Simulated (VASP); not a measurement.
# Pt12S in VASP: single point with PBE

Aim: the single point of Pt12S with PBE.

Everything below comes from runs of VASP 6.6.1. Logs are shortened: lines on timing, memory, paths and dates and some standing lists are left out, and cuts for length are marked.

### 1 The cell of the first run

The cell holds a slab with vacuum, 13 atoms: a = 5.614 Å, b = 5.614 Å, c = 19.351 Å, α = 90.00°, β = 90.00°, γ = 90.00°.

### 2 Single point, PBE

Contents of INCAR:

```
PREC = Accurate ; ENCUT = 520
EDIFF = 1E-6 ; ISMEAR = 0
SIGMA = 0.1 ; LREAL = False
LASPH = True ; NELM = 80
ALGO = Normal ; ISIF = 2
LWAVE = False ; LCHARG = True
LDIPOL = True ; IDIPOL = 3
DIPOL = 0.5 0.5 0.321 ; GGA = PE
LELF = True ; LVHAR = True
LVACPOTAV = True ; NBANDS = 75
```

Contents of KPOINTS:

```
Automatic mesh
0
Gamma
  5 5 1
```

Contents of POSCAR:

```
Pt12S
1.0
    5.6143281323      0.0000000000      0.0000000000
    0.0000000000      5.6143281323      0.0000000000
    0.0000000000      0.0000000000     19.3513792169
Pt S
12 1
Direct
    0.2500000000      0.2500000000      0.2067036130
    0.2500000000      0.7500000000      0.2067036130
    0.7500000000      0.2500000000      0.2067036130
    0.7500000000      0.7500000000      0.2067036130
    0.0000000000      0.0000000000      0.3062504943
    0.0000000000      0.5000000000      0.3062504943
    0.5000000000      0.0000000000      0.3062504943
    0.5000000000      0.5000000000      0.3062504943
    0.2500000000      0.2500000000      0.4057271127
    0.2500000000      0.7500000000      0.4057271127
    0.7500000000      0.2500000000      0.4057271127
    0.7500000000      0.7500000000      0.4057271127
    0.2500000000      0.4166666667      0.5042534057
```

Potentials or basis: VASP PAW PBE potentials, release 64 (Pt, S).

Started as:

```sh
$ cat potpaw_PBE.64/Pt/POTCAR potpaw_PBE.64/S/POTCAR > POTCAR
$ mpirun -np 1 vasp_std > vasp.out
```

OUTCAR:

```text
PREC = Accurate
   ENCUT = 520
   EDIFF = 1E-6
   ISMEAR = 0
   LREAL = False
   LASPH = True
   NELM = 80
   ISIF = 2
   GGA = PE

 ion  position               nearest neighbor table
   1  0.250  0.250  0.207-   5 2.77   6 2.77   7 2.77   8 2.77   2 2.81   3 2.81   2 2.81   3 2.81

   2  0.250  0.750  0.207-   5 2.77   6 2.77   7 2.77   8 2.77   1 2.81   4 2.81   1 2.81   4 2.81

   3  0.750  0.250  0.207-   5 2.77   6 2.77   7 2.77   8 2.77   1 2.81   4 2.81   4 2.81   1 2.81
[... 4 lines left out ...]
                             6 2.81   7 2.81   6 2.81   7 2.81
   6  0.000  0.500  0.306-   9 2.77  10 2.77  11 2.77  12 2.77   1 2.77   2 2.77   3 2.77   4 2.77
                             5 2.81   8 2.81   5 2.81   8 2.81
   7  0.500  0.000  0.306-   9 2.77  10 2.77  11 2.77  12 2.77   1 2.77   2 2.77   3 2.77   4 2.77
                             5 2.81   8 2.81   8 2.81   5 2.81
   8  0.500  0.500  0.306-   9 2.77  10 2.77  11 2.77  12 2.77   1 2.77   2 2.77   3 2.77   4 2.77
                             6 2.81   7 2.81   7 2.81   6 2.81
   9  0.250  0.250  0.406-  13 2.12   6 2.77   7 2.77   8 2.77   5 2.77  11 2.81  10 2.81  10 2.81
                            11 2.81
  10  0.250  0.750  0.406-  13 2.67   6 2.77   7 2.77   8 2.77   5 2.77  12 2.81   9 2.81   9 2.81
                            12 2.81
  11  0.750  0.250  0.406-   5 2.77   6 2.77   7 2.77   8 2.77   9 2.81  12 2.81  12 2.81   9 2.81

  12  0.750  0.750  0.406-   5 2.77   6 2.77   7 2.77   8 2.77  10 2.81  11 2.81  11 2.81  10 2.81

  13  0.250  0.417  0.504-   9 2.12  10 2.67

  LATTYP: Found a simple tetragonal cell.
 ALAT       =     5.6143281323
 C/A-ratio  =     3.4467845058

  Lattice vectors:

 A1 = (   5.6143281323,   0.0000000000,   0.0000000000)
 A2 = (   0.0000000000,   5.6143281323,   0.0000000000)
 A3 = (   0.0000000000,   0.0000000000,  19.3513792169)

Analysis of symmetry for initial positions (statically):
=====================================================================
 Subroutine PRICEL returns:
 Original cell was already a primitive cell.

 Routine SETGRP: Setting up the symmetry group for a
 simple tetragonal supercell.

 Subroutine GETGRP returns: Found  2 space group operations
 (whereof  1 operations were pure point group operations)
 out of a pool of 16 trial point group operations.

The static configuration has the point symmetry C_1 .
 The point group associated with its full space group is C_1h.

Analysis of symmetry for dynamics (positions and initial velocities):
=====================================================================
 Subroutine PRICEL returns:
 Original cell was already a primitive cell.

 Routine SETGRP: Setting up the symmetry group for a
 simple tetragonal supercell.

 Subroutine GETGRP returns: Found  2 space group operations
 (whereof  1 operations were pure point group operations)
 out of a pool of 16 trial point group operations.

The dynamic configuration has the point symmetry C_1 .
 The point group associated with its full space group is C_1h.

 Subroutine INISYM returns: Found  2 space group operations
 (whereof  1 operations are pure point group operations),
 and found     1 'primitive' translations

----------------------------------------------------------------------------------------

                                     Primitive cell

  volume of cell :     609.9686

  direct lattice vectors                    reciprocal lattice vectors
     5.614328132  0.000000000  0.000000000     0.178115703  0.000000000  0.000000000
     0.000000000  5.614328132  0.000000000     0.000000000  0.178115703  0.000000000
     0.000000000  0.000000000 19.351379217     0.000000000  0.000000000  0.051675903

  length of vectors
     5.614328132  5.614328132 19.351379217     0.178115703  0.178115703  0.051675903

  position of ions in fractional coordinates (direct lattice)
     0.250000000  0.250000000  0.206703613
     0.250000000  0.750000000  0.206703613
     0.750000000  0.250000000  0.206703613
     0.750000000  0.750000000  0.206703613
     0.000000000  0.000000000  0.306250494
     0.000000000  0.500000000  0.306250494
     0.500000000  0.000000000  0.306250494
     0.500000000  0.500000000  0.306250494
     0.250000000  0.250000000  0.405727113
     0.250000000  0.750000000  0.405727113
     0.750000000  0.250000000  0.405727113
     0.750000000  0.750000000  0.405727113
     0.250000000  0.416666667  0.504253406
[... 36 lines left out ...]
     0.000000000  0.000000000  0.000000000

 Subroutine IBZKPT returns following result:
 ===========================================

 Found      9 irreducible k-points:

 Following reciprocal coordinates:
            Coordinates               Weight
  0.000000  0.000000  0.000000      1.000000
  0.200000  0.000000  0.000000      2.000000
  0.000000  0.200000  0.000000      2.000000
  0.400000  0.000000  0.000000      2.000000
  0.000000  0.400000  0.000000      2.000000
  0.200000  0.200000  0.000000      4.000000
  0.400000  0.200000  0.000000      4.000000
 -0.200000  0.400000  0.000000      4.000000
  0.400000  0.400000  0.000000      4.000000
   k-points           NKPTS =      9   k-points in BZ     NKDIM =      9   number of bands    NBANDS=     75
   number of dos      NEDOS =    301   number of ions     NIONS =     13
   total plane-waves  NPLWV = 254016
   dimension x,y,z NGX =    42 NGY =   42 NGZ =  144
   dimension x,y,z NGXF=    84 NGYF=   84 NGZF=  288
   ions per type =              12   1
   NGX,Y,Z   is equivalent  to a cutoff of  12.44, 12.44, 12.37 a.u.
   NGXF,Y,Z  is equivalent  to a cutoff of  24.87, 24.87, 24.74 a.u.
 SYSTEM =  unknown system
   PREC   = accura    normal or accurate (medium, high low for compatibility)
   ISTART =      0    job   : 0-new  1-cont  2-samecut
   ICHARG =      2    charge: 1-file 2-atom 10-const
   ISPIN  =      1    spin polarized calculation?
   LNONCOLLINEAR =      F non collinear calculations
   LSORBIT =      F    spin-orbit coupling
   LASPH  =      T    aspherical Exc in radial PAW
   ENCUT  =  520.0 eV  38.22 Ry    6.18 a.u.  10.44 10.44 35.98*2*pi/ulx,y,z
   NELM   =     80;   NELMIN=  2; NELMDL= -5     # of ELM steps
   EDIFF  = 0.1E-05   stopping-criterion for ELM
   LREAL  =      F    real-space projection
   EDIFFG = 0.1E-04   stopping-criterion for IOM
   NSW    =      0    number of steps for IOM
   IBRION =     -1    ionic relax: 0-MD 1-quasi-New 2-CG
   NFREE  =      0    steps in history (QN), initial steepest desc. (CG)
   ISIF   =      2    stress and relaxation
   ISYM   =      2    0-nonsym 1-usesym 2-fastsym
   POTIM  = 0.5000    time-step for ionic-motion
   TEBEG  =    0.0;   TEEND  =   0.0 temperature during run
   PSTRESS=    0.0 pullay stress
   NELECT =     126.0000    total number of electrons
   NUPDOWN=      -1.0000    fix difference up-down
   EMIN   =  10.00;   EMAX   =-10.00  energy-range for DOS
   EFERMI =   0.00;   METHOD = LEGACY
   ISMEAR =     0;   SIGMA  =   0.10  broadening in eV -4-tet -1-fermi 0-gaus
   EFERMI_NEDOS =   21; number of points for ismear=-14 and -15
   IALGO  =     38    algorithm
   IMIX   =      4    mixing-type and parameters
     AMIX     =   0.40;   BMIX     =  1.00
     AMIX_MAG =   1.60;   BMIX_MAG =  1.00
  volume/ion in A,a.u.               =      46.92       316.64
  Fermi-wavevector in a.u.,A,eV,Ry     =   0.967749  1.828780 12.742362  0.936537
  Thomas-Fermi vector in A             =   2.097660
   LORBIT       =      0    0 simple, 1 ext, 2 COOP (PROOUT), +10 PAW based schemes
   GGA     = PE    functional components
   LHFCALC =     F    Hartree Fock is set to
   AEXX    =    0.0000 exact exchange contribution
   IVDW    =     0    specifies the selected vdW correction
   LEPSILON=     F    determine dielectric tensor
   LRPA    =     F    only Hartree local field effects (RPA)
 non-spin polarized calculation
 Gauss-broadening in eV      SIGMA  =   0.10
  energy-cutoff  :      520.00
  volume of cell :      609.97
 maximum number of plane-waves:     16469
 NGX is ok and might be reduce to    42
   NGX = 21   NGY = 21   NGZ = 71

 dipolmoment           0.000000      0.000000      0.004594 electrons x Angstroem

 number of electron     126.0000011 magnetization

 dipolmoment           0.000000      0.000000     -0.023997 electrons x Angstroem

 Free energy of the ion-electron system (eV)
  ---------------------------------------------------
  ext. energy  EPLUGINS =         0.00000000
  ---------------------------------------------------
  free energy    TOTEN  =       -70.80198780 eV

  energy without entropy =      -70.65591473  energy(sigma->0) =      -70.72895127

 E-fermi :  -0.2855     XC(G=0):  -5.3436

 val. band max:       -0.3008396563   @ k =   0.2000   0.0000   0.0000
 cond. band min:      -0.2679610235   @ k =  -0.2000   0.4000   0.0000
 fundamental gap:      0.0328786328
 Fermi energy:        -0.2855166526

 k-point     1 :       0.0000    0.0000    0.0000
  band No.  band energies     occupation
      1     -13.2077      2.00000
      2      -9.1487      2.00000
      3      -6.8637      2.00000
      4      -6.8319      2.00000
      5      -6.8077      2.00000
      6      -6.6493      2.00000
[... 691 lines left out ...]
     74       3.4083      0.00000
     75       3.8149      0.00000

------------------------ aborting loop because EDIFF is reached ----------------------------------------

  FORCE on cell =-STRESS in cart. coord.  units (eV):
  Direction    XX          YY          ZZ          XY          YZ          ZX
  --------------------------------------------------------------------------------------
  -------------------------------------------------------------------------------------
  Total       -9.9646741    -11.2153624      2.4601588      0.0000000      3.0578477      0.0000000
  in kB      -26.1737635    -29.4588905      6.4619891      0.0000000      8.0319117      0.0000000
  external PRESSURE =     -16.3902216 kB  Pullay stress =       0.0000000 kB

 VOLUME and BASIS-vectors are now :
 -----------------------------------------------------------------------------
  energy-cutoff  :      520.00
  volume of cell :      609.97
      direct lattice vectors                 reciprocal lattice vectors
     5.614328132  0.000000000  0.000000000     0.178115703  0.000000000  0.000000000
     0.000000000  5.614328132  0.000000000     0.000000000  0.178115703  0.000000000
     0.000000000  0.000000000 19.351379217     0.000000000  0.000000000  0.051675903

 POSITION                                       TOTAL-FORCE (eV/Angst)
 -----------------------------------------------------------------------------------
      1.40358      1.40358      4.00000         0.000000     -0.027387      0.044156
      1.40358      4.21075      4.00000         0.000000      0.031409      0.126881
      4.21075      1.40358      4.00000         0.000000     -0.044714     -0.037414
      4.21075      4.21075      4.00000         0.000000      0.027729     -0.172892
      0.00000      0.00000      5.92637         0.079730      0.021851     -0.123588
      0.00000      2.80716      5.92637        -0.179493      0.015675     -0.524772
      2.80716      0.00000      5.92637        -0.079730      0.021851     -0.123588
      2.80716      2.80716      5.92637         0.179493      0.015675     -0.524772
      1.40358      1.40358      7.85138         0.000000     -1.603579     -0.191738
      1.40358      4.21075      7.85138         0.000000     -0.076561      1.417434
      4.21075      1.40358      7.85138         0.000000     -0.027222      0.043326
      4.21075      4.21075      7.85138         0.000000     -0.007838      0.074567
      1.40358      2.33930      9.75800         0.000000      1.653113     -0.007601
 -----------------------------------------------------------------------------------
    total drift:                                0.000000      0.000078      0.000269

  FREE ENERGIE OF THE ION-ELECTRON SYSTEM (eV)
  ---------------------------------------------------
  free  energy   TOTEN  =       -70.8019877985 eV

  energy  without entropy=      -70.6559147327  energy(sigma->0) =      -70.72895127

 vacuum level on the upper side and lower side of the slab         5.216         5.354
```

It took 15 min on 1 thread of Intel Xeon Platinum 8488C (Sapphire Rapids), shared host; peak memory 0.7 GiB.

Results:

| Quantity | Value |
| --- | --- |
| Free energy | -70.8020 eV |
| Largest force | 1.653 eV/Å |
| Band gap on the k mesh | zero (bands 63 and 64 overlap by 0.21 eV) |

Forces on the atoms (eV/Å):
```
Pt   0.000 -0.027  0.044
Pt   0.000  0.031  0.127
Pt   0.000 -0.045 -0.037
Pt   0.000  0.028 -0.173
Pt   0.080  0.022 -0.124
Pt  -0.179  0.016 -0.525
Pt  -0.080  0.022 -0.124
Pt   0.179  0.016 -0.525
Pt   0.000 -1.604 -0.192
Pt   0.000 -0.077  1.417
Pt   0.000 -0.027  0.043
Pt   0.000 -0.008  0.075
S    0.000  1.653 -0.008
```

Caveat: spin-orbit coupling is left out, which moves the levels of the heavy elements.

The gap in the log of VASP goes by the Fermi energy; the results here count the filled bands.